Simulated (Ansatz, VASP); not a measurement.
**Two plane-wave programs on HfSc2O2**

```
Hf Sc O
1.0
     3.17293    0.00000    0.00000
    -1.58647    2.74784    0.00000
     0.00000    0.00000    8.06339
Hf Sc O
1 2 2
Direct
  0.00000 0.00000 0.00000
  0.33333 0.66667 0.66497
  0.66667 0.33333 0.33503
  0.33333 0.66667 0.16749
  0.66667 0.33333 0.83251
```

Alike in both runs: functional PBE; k mesh 6 × 6 × 4; occupations gaussian, width 0.1 eV; no spin polarisation.

Ansatz relaxed the structure, and its values are those at the end. VASP's run is a single point on that final structure, the one shown.

```csv
,VASP,Ansatz
version,VASP 6.6.1,Ansatz 0.2.0
potentials or method,"VASP PAW PBE potentials, release 64 (Hf_pv, Sc_sv, O), cutoff 600 eV","scalar-relativistic, plane waves, PAW"
valence electrons in the cell,44,60
```

Ansatz gave:

| Property | Result |
| --- | --- |
| gap on the k mesh at the Fermi level (eV) | none |
| pressure (GPa) | 0.0 |
| rms of the force components (eV/Å) | 0.003 |

Task: Estimate VASP's values.

Result: gap on the k mesh at the Fermi level (eV): none; pressure (GPa): -0.8; rms of the force components (eV/Å): 0.063.

A gap of «none» marks a metal or a gap that the smearing closes. VASP's potentials hold 44 valence electrons a cell and Ansatz's 60, so a difference there can come from the potentials and not from the codes.

The k mesh is coarse, so the values compare programs but aren't converged. Neither program's run includes spin-orbit coupling.
